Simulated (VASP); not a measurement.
# Fe: single point with PBE

Crystal: Fe.

```
CELL_PARAMETERS angstrom
-1.46115 1.46115 1.25834
1.46115 -1.46115 1.25834
1.46115 1.46115 -1.25834
ATOMIC_POSITIONS crystal
Fe 0.00000 0.00000 0.00000
```

This cell differs from its parent crystal: volume 10.746 Å^3 an atom, c/a of the conventional cell 0.8612.

```
Program             : VASP 6.6.1
Task                : single point
Functional          : PBE
Potentials or basis : VASP PAW PBE potentials, release 64 (Fe)
Cutoff              : 520 eV
k mesh              : 12 × 12 × 12
Occupations         : gaussian, width 0.15 eV
Spin                : collinear spin, ferromagnetic start
Starting moments    : [2.44] μB
```

```json
{
  "Pressure": "13.7 GPa",
  "Net moment": "2.10 μB per cell",
  "Site moments": "Fe +2.08 μB",
  "Valence electrons inside the program's atomic spheres": "Fe 7.40"
}
```

Stress tensor (GPa, compression positive):
```
 4.86  0.00  0.00
 0.00  4.86  0.00
 0.00  0.00 31.32
```

Levels at points of the mesh, in eV from the Fermi level:
Spin up:
```csv
k point,band 3,band 4,band 5,band 6,band 7,band 8
"(0.00, 0.00, 0.00)",-2.05,-2.05,-1.75,-0.83,23.95,23.95
"(0.50, 0.00, 0.00)",-1.29,-0.22,0.42,0.98,8.48,17.86
"(0.50, 0.50, 0.00)",-1.75,-1.29,-0.43,0.32,6.78,21.20
"(0.50, 0.50, 0.50)",0.07,0.07,0.40,8.33,8.33,14.57
```
Spin down:
```
           k point  band 1  band 2  band 3  band 4  band 5  band 6  band 7
(0.00, 0.00, 0.00)   -8.64   -1.43   -0.11   -0.11    0.61    2.05   23.88
(0.50, 0.00, 0.00)   -4.03   -2.43    1.17    1.39    2.29    2.46    9.80
(0.50, 0.50, 0.00)   -4.13   -0.99   -0.28    0.39    1.52    2.50    8.11
(0.50, 0.50, 0.50)   -3.65   -3.38    2.23    2.23    2.29    8.63    8.63
```

Run time: 20 s on 1 thread of Intel(R) Xeon(R) 6975P-C (Granite Rapids), with other jobs on the host, peak memory 0.15 GiB.
